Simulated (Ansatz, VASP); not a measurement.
**One calculation of In4SbAs3, two programs**

```
As Sb In
1.0
     7.21964    0.00000    0.00047
     0.00000    4.38894    0.00000
     0.00050    0.00000    7.60672
As Sb In
3 1 4
Direct
  0.99780 0.00000 0.32784
  0.00128 0.50000 0.83770
  0.49916 0.50000 0.16928
  0.50376 0.00000 0.66489
  0.36665 0.00000 0.32053
  0.36750 0.50000 0.84793
  0.86964 0.50000 0.16633
  0.89422 0.00000 0.66550
```

Alike in both runs: task single point; functional r2SCAN; k mesh 4 × 6 × 4; occupations fermi-dirac, width 0.02 eV; no spin polarisation.

|  | VASP | Ansatz |
| --- | --- | --- |
| version | VASP 6.6.1 | Ansatz 0.2.0 |
| potentials or method | VASP PAW PBE potentials, release 64 (As, Sb, In_d) | plane waves, PAW |
| plane-wave cutoff (eV) | 550 | 500 |
| valence electrons in the cell | 72 | 112 |

```tsv
	VASP	Ansatz	Ansatz less VASP
pressure (GPa)	0.0	0.0	0.00
```

VASP's potentials were made for PBE, not for r2SCAN. The functional is the same, so the differences come from potentials, cutoffs and numerics. VASP's potentials hold 72 valence electrons a cell and Ansatz's 112, so a difference there can come from the potentials and not from the codes.

Neither program's run includes spin-orbit coupling.
